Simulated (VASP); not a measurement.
Al2Cu:

```
CELL_PARAMETERS angstrom
4.10518 0.00000 0.00000
0.00000 4.10518 0.00000
0.00000 0.00000 2.89131
ATOMIC_POSITIONS crystal
Al 0.50000 0.00000 0.50000
Al 0.00000 0.50000 0.50000
Cu 0.00000 0.00000 0.00000
```

- Program: VASP 6.6.1
- Task: relaxation of cell and atoms
- Functional: PBEsol
- Potentials or basis: VASP PAW PBE potentials, release 64 (Al, Cu)
- Cutoff: 600 eV
- k mesh: 10 × 10 × 14
- Occupations: gaussian, width 0.1 eV
- Spin: no spin polarisation

At the start: pressure -1.6 GPa; volume 16.24 Å³/atom.

Q: Where does the relaxation end?

A: Over 9 steps the energy falls by 2.9 meV/atom and the volume is 15.87 Å³/atom (-2.3 %); space group P4/mmm (No. 123, to 0.05 Å).

The path:
```csv
step,energy change (eV),largest force (eV/Å),pressure (GPa),volume (Å³)
1,0.0000,0.0000,-1.60,48.73
2,-0.0083,0.0000,0.31,47.59
3,-0.0083,0.0000,-0.04,47.65
4,-0.0083,0.0000,-0.06,47.63
5,-0.0085,0.0000,-0.08,47.65
6,-0.0086,0.0000,-0.16,47.67
7,-0.0086,0.0000,0.06,47.53
8,-0.0086,0.0000,0.11,47.58
9,-0.0086,0.0000,0.03,47.62
```

Final structure:
```cif
data_structure
_symmetry_space_group_name_H-M 'P 1'
_symmetry_Int_Tables_number 1
_cell_length_a 4.0882
_cell_length_b 4.0882
_cell_length_c 2.8490
_cell_angle_alpha 90.000
_cell_angle_beta 90.000
_cell_angle_gamma 90.000
_cell_volume 47.62
loop_
_atom_site_label
_atom_site_type_symbol
_atom_site_fract_x
_atom_site_fract_y
_atom_site_fract_z
_atom_site_occupancy
Al1 Al 0.50000 0.00000 0.50000 1
Al2 Al 0.00000 0.50000 0.50000 1
Cu1 Cu 0.00000 0.00000 0.00000 1
```

Caveat: the PAW data sets were made with another functional, which shifts forces and pressure a little.
